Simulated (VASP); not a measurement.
A run of VASP 6.6.1 is set up as follows.

INCAR

```
PREC = Accurate
ENCUT = 520
EDIFF = 1E-6
ISMEAR = 0
SIGMA = 0.15
LREAL = F
LASPH = T
NELM = 100
ALGO = Fast
ISIF = 2
LWAVE = F
LCHARG = T
GGA = PS
LELF = T
LVHAR = T
NBANDS = 13
```

Contents of KPOINTS:

```
Automatic mesh
0
Gamma
  20 20 20
```

The input POSCAR:

```
Sn
1.0
   -1.8153163500      1.8618739500      2.3383420000
    1.8153163500     -1.8618739500      2.3383420000
    1.6377616500      1.6892200500     -2.3383420000
Sn
1
Direct
    0.0000000000      0.0000000000      0.0000000000
```

Potentials or basis: VASP PAW PBE potentials, release 64 (Sn_d).

Command:

```bash
$ cat potpaw_PBE.64/Sn_d/POTCAR > POTCAR
$ mpirun -np 1 vasp_std > vasp.out
```

Q: Predict the band gap on the k mesh.

A: Zero (bands 7 and 8 overlap by 9.14 eV).

Q: What does it give for the pressure?

A: -3.5 GPa.

Stress tensor (GPa, compression positive):
```
-3.42  0.29  0.00
 0.29 -3.82  0.00
 0.00  0.00 -3.32
```

Caveat: the cell differs from its parent crystal (strain -0.1000 x Voigt [0, 0, 0, 0, 0, 1]); the cell stands under tension; the PAW data sets were made with another functional, which shifts forces and pressure a little; spin-orbit coupling is left out, which moves the levels of the heavy elements.
